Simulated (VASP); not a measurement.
# Re (P6/mmm) in VASP: notebook

Re is run at these levels: BLYP; tasks: single point.

Everything below comes from runs of VASP 6.6.1. Logs are shortened: lines on timing, memory, paths and dates and some standing lists are left out, and cuts for length are marked.

### Step 1. The cell of the first run

It takes space group P6/mmm (No. 191, hexagonal). The conventional cell has a = 4.432 Å, b = 4.432 Å, c = 2.787 Å, α = 90.00°, β = 90.00°, γ = 120.00°. Re (site symmetry 6/mmm) has 14 Re at 2.79 to 2.91 Å within 3.7 Å. Re (site symmetry -6m2) has 11 Re at 2.56 to 2.91 Å within 3.4 Å.

### Step 2. Single point, BLYP

The input, INCAR:

```
SYSTEM = Re
PREC = Accurate
ENCUT = 520
EDIFF = 1E-6
ISMEAR = -1
SIGMA = 0.1
LREAL = .False.
LASPH = .True.
NELM = 80
ALGO = Normal
ISIF = 2
LWAVE = .False.
LCHARG = .False.
GGA = B5
ALDAX = 1.0
AGGAX = 1.0
AGGAC = 1.0
ALDAC = 0.0
NBANDS = 18
```

The input, KPOINTS:

```
Automatic mesh
0
Gamma
  9 9 13
  0 0 0
```

The input, POSCAR:

```
Re
1.0
    4.4323202878      0.0000000000      0.0000000000
   -2.2161601439      3.8385019670      0.0000000000
    0.0000000000      0.0000000000      2.7873484112
Re
3
Direct
    1.0000000000      1.0000000000      1.0000000000
    0.3333333333      0.6666666667      0.5000000000
    0.6666666667      0.3333333333      0.5000000000
```

Potentials or basis: VASP PAW PBE potentials, release 64 (Re).

Command:

```console
$ cat potpaw_PBE.64/Re/POTCAR > POTCAR
$ mpirun -np 1 vasp_std > vasp.out
```

OUTCAR:

```text
SYSTEM = Re
   PREC = Accurate
   ENCUT = 520
   EDIFF = 1E-6
   ISMEAR = -1
   LREAL = .False.
   LASPH = .True.
   NELM = 80
   ISIF = 2
   GGA = B5

 ion  position               nearest neighbor table
   1  0.000  0.000  0.000-   2 2.91   3 2.91   2 2.91   3 2.91   3 2.91   3 2.91   2 2.91   2 2.91
                             3 2.91   3 2.91   2 2.91   2 2.91
   2  0.333  0.667  0.500-   3 2.56   3 2.56   3 2.56   1 2.91   1 2.91   1 2.91   1 2.91   1 2.91
                             1 2.91
   3  0.667  0.333  0.500-   2 2.56   2 2.56   2 2.56   1 2.91   1 2.91   1 2.91   1 2.91   1 2.91
                             1 2.91

  LATTYP: Found a hexagonal cell.
 ALAT       =     4.4323202878
 C/A-ratio  =     0.6288689062

  Lattice vectors:

 A1 = (   4.4323202878,   0.0000000000,   0.0000000000)
 A2 = (  -2.2161601439,   3.8385019670,   0.0000000000)
 A3 = (   0.0000000000,   0.0000000000,   2.7873484112)

Analysis of symmetry for initial positions (statically):
=====================================================================
 Subroutine PRICEL returns:
 Original cell was already a primitive cell.

 Routine SETGRP: Setting up the symmetry group for a
 hexagonal supercell.

 Subroutine GETGRP returns: Found 24 space group operations
 (whereof 24 operations were pure point group operations)
 out of a pool of 24 trial point group operations.

The static configuration has the point symmetry D_6h.

Analysis of symmetry for dynamics (positions and initial velocities):
=====================================================================
 Subroutine PRICEL returns:
 Original cell was already a primitive cell.

 Routine SETGRP: Setting up the symmetry group for a
 hexagonal supercell.

 Subroutine GETGRP returns: Found 24 space group operations
 (whereof 24 operations were pure point group operations)
 out of a pool of 24 trial point group operations.

The dynamic configuration has the point symmetry D_6h.

 Subroutine INISYM returns: Found 24 space group operations
 (whereof 24 operations are pure point group operations),
 and found     1 'primitive' translations

----------------------------------------------------------------------------------------

                                     Primitive cell

  volume of cell :      47.4225

  direct lattice vectors                    reciprocal lattice vectors
     4.432320288  0.000000000  0.000000000     0.225615464  0.130259149  0.000000000
    -2.216160144  3.838501967  0.000000000     0.000000000  0.260518298  0.000000000
     0.000000000  0.000000000  2.787348411     0.000000000  0.000000000  0.358763905

  length of vectors
     4.432320288  4.432320288  2.787348411     0.260518298  0.260518298  0.358763905

  position of ions in fractional coordinates (direct lattice)
[... 81 lines left out ...]
   EDIFF  = 0.1E-05   stopping-criterion for ELM
   LREAL  =      F    real-space projection
   EDIFFG = 0.1E-04   stopping-criterion for IOM
   NSW    =      0    number of steps for IOM
   IBRION =     -1    ionic relax: 0-MD 1-quasi-New 2-CG
   NFREE  =      0    steps in history (QN), initial steepest desc. (CG)
   ISIF   =      2    stress and relaxation
   ISYM   =      2    0-nonsym 1-usesym 2-fastsym
   POTIM  = 0.5000    time-step for ionic-motion
   TEBEG  =    0.0;   TEEND  =   0.0 temperature during run
   PSTRESS=    0.0 pullay stress
   NELECT =      21.0000    total number of electrons
   NUPDOWN=      -1.0000    fix difference up-down
   EMIN   =  10.00;   EMAX   =-10.00  energy-range for DOS
   EFERMI =   0.00;   METHOD = LEGACY
   ISMEAR =    -1;   SIGMA  =   0.10  broadening in eV -4-tet -1-fermi 0-gaus
   EFERMI_NEDOS =   21; number of points for ismear=-14 and -15
   IALGO  =     38    algorithm
   IMIX   =      4    mixing-type and parameters
     AMIX     =   0.40;   BMIX     =  1.00
     AMIX_MAG =   1.60;   BMIX_MAG =  1.00
  volume/ion in A,a.u.               =      15.81       106.67
  Fermi-wavevector in a.u.,A,eV,Ry     =   1.247824  2.358045 21.185140  1.557064
  Thomas-Fermi vector in A             =   2.381938
   LORBIT       =      0    0 simple, 1 ext, 2 COOP (PROOUT), +10 PAW based schemes
   GGA     = B5    functional components
   LHFCALC =     F    Hartree Fock is set to
   AEXX    =    0.0000 exact exchange contribution
   IVDW    =     0    specifies the selected vdW correction
   LEPSILON=     F    determine dielectric tensor
   LRPA    =     F    only Hartree local field effects (RPA)
 non-spin polarized calculation
  energy-cutoff  :      520.00
  volume of cell :       47.42
 maximum number of plane-waves:      1301
 NGX is ok and might be reduce to    36
   NGX = 17   NGY = 17   NGZ = 11

 number of electron      21.0000002 magnetization

 Free energy of the ion-electron system (eV)
  ---------------------------------------------------
  ext. energy  EPLUGINS =         0.00000000
  ---------------------------------------------------
  free energy    TOTEN  =       -31.92406669 eV

  energy without entropy =      -31.84683406  energy(sigma->0) =      -31.88545037

 E-fermi :   7.6795     XC(G=0): -12.6244

 val. band max:        7.6767979710   @ k =   0.2222   0.1111   0.2308
 cond. band min:       7.6957805625   @ k =   0.3333   0.1111   0.0769
 fundamental gap:      0.0189825915
 Fermi energy:         7.6795125653

 k-point     1 :       0.0000    0.0000    0.0000
  band No.  band energies     occupation
      1      -1.5561      2.00000
      2       2.2802      2.00000
      3       4.7373      2.00000
      4       5.0920      2.00000
      5       5.0920      2.00000
      6       5.1167      2.00000
[... 481 lines left out ...]
      5       4.5253      2.00000
      6       5.1270      2.00000
[... 10 lines left out ...]
     17      10.8715      0.00000
     18      11.4764      0.00000

 [... further k-points ...]
[... 5 lines left out ...]
  --------------------------------------------------------------------------------------
  -------------------------------------------------------------------------------------
  Total        0.4118281      0.4118281      0.3879463      0.0000000     -0.0000000      0.0000000
  in kB       13.9136929     13.9136929     13.1068403      0.0000000     -0.0000000      0.0000000
  external PRESSURE =      13.6447420 kB  Pullay stress =       0.0000000 kB

 VOLUME and BASIS-vectors are now :
 -----------------------------------------------------------------------------
  energy-cutoff  :      520.00
  volume of cell :       47.42
      direct lattice vectors                 reciprocal lattice vectors
     4.432320288  0.000000000  0.000000000     0.225615464  0.130259149  0.000000000
    -2.216160144  3.838501967  0.000000000     0.000000000  0.260518298  0.000000000
     0.000000000  0.000000000  2.787348411     0.000000000  0.000000000  0.358763905

 POSITION                                       TOTAL-FORCE (eV/Angst)
 -----------------------------------------------------------------------------------
      0.00000      0.00000      0.00000        -0.000000      0.000000      0.000000
     -0.00000      2.55900      1.39367         0.000000      0.000000     -0.000000
      2.21616      1.27950      1.39367        -0.000000     -0.000000      0.000000
 -----------------------------------------------------------------------------------
    total drift:                                0.000000      0.000000     -0.000000

  FREE ENERGIE OF THE ION-ELECTRON SYSTEM (eV)
  ---------------------------------------------------
  free  energy   TOTEN  =       -31.9240666923 eV

  energy  without entropy=      -31.8468340559  energy(sigma->0) =      -31.88545037
```

Wall time 52 s (1 thread of Intel Xeon Platinum 8559C (Emerald Rapids), shared host); peak memory 0.21 GiB.

Results:

```yaml
Free_energy: -31.9241 eV
Pressure: 1.4 GPa
```

Stress tensor (GPa, compression positive):
```
1.39 0.00 0.00
0.00 1.39 0.00
0.00 0.00 1.31
```

Caveat: the PAW data sets were made with another functional, which shifts forces and pressure a little; spin-orbit coupling is left out, which moves the levels of the heavy elements.

### Step 3. Single point, BLYP (volume scaled by 1.04)

The input, INCAR:

```
SYSTEM = Re
AGGAC    = 1.0          
AGGAX    = 1.0          
ALDAC    = 0.0          
ALDAX    = 1.0          
ALGO     = Normal         ! electronic algorithm
EDIFF    = 1E-6           ! SCF threshold, eV
ENCUT    = 520            ! plane-wave cutoff, eV
GGA      = B5             ! functional
ISIF     = 2              ! what is computed and relaxed
ISMEAR   = -1             ! smearing method
LASPH    = .TRUE.         ! aspherical terms in the spheres
LCHARG   = .TRUE.         ! write CHGCAR
LELF     = .TRUE.         ! ELF
LREAL    = .FALSE.        ! projectors in reciprocal space
LVHAR    = .TRUE.       
LWAVE    = .FALSE.        ! write WAVECAR
NBANDS   = 18             ! bands
NELM     = 60             ! most SCF steps
PREC     = Accurate       ! precision mode
SIGMA    = 0.1            ! smearing width, eV
```

The input, KPOINTS:

```
k-points
0
G
  9 9 13
  0 0 0
```

The input, POSCAR:

```
Re
1.0
    4.4906469804      0.0000000000      0.0000000000
   -2.2453234902      3.8890143644      0.0000000000
    0.0000000000      0.0000000000      2.8240282545
Re
3
Direct
    1.0000000000      1.0000000000      1.0000000000
    0.3333333333      0.6666666667      0.5000000000
    0.6666666667      0.3333333333      0.5000000000
```

Potentials or basis: VASP PAW PBE potentials, release 64 (Re).

Command:

```console
$ cat potpaw_PBE.64/Re/POTCAR > POTCAR
$ mpirun -np 1 vasp_std > vasp.out
```

Run time: 52 s. Hardware: 1 thread of Intel Xeon Platinum 8559C (Emerald Rapids), shared host; peak memory 0.21 GiB.

It converged, with:

```
Free energy : -31.8716 eV
Pressure    : -10.0 GPa
```

Stress tensor (GPa, compression positive):
```
-10.47   0.00   0.00
  0.00 -10.47   0.00
  0.00   0.00  -9.09
```

Levels at points of the mesh, in eV from the Fermi level:
| k point | band 8 | band 9 | band 10 | band 11 | band 12 | band 13 |
| --- | --- | --- | --- | --- | --- | --- |
| (0.00, 0.00, 0.00) | -1.69 | -0.73 | -0.73 | -0.01 | -0.01 | 0.04 |

Caveat: the PAW data sets were made with another functional, which shifts forces and pressure a little; spin-orbit coupling is left out, which moves the levels of the heavy elements.
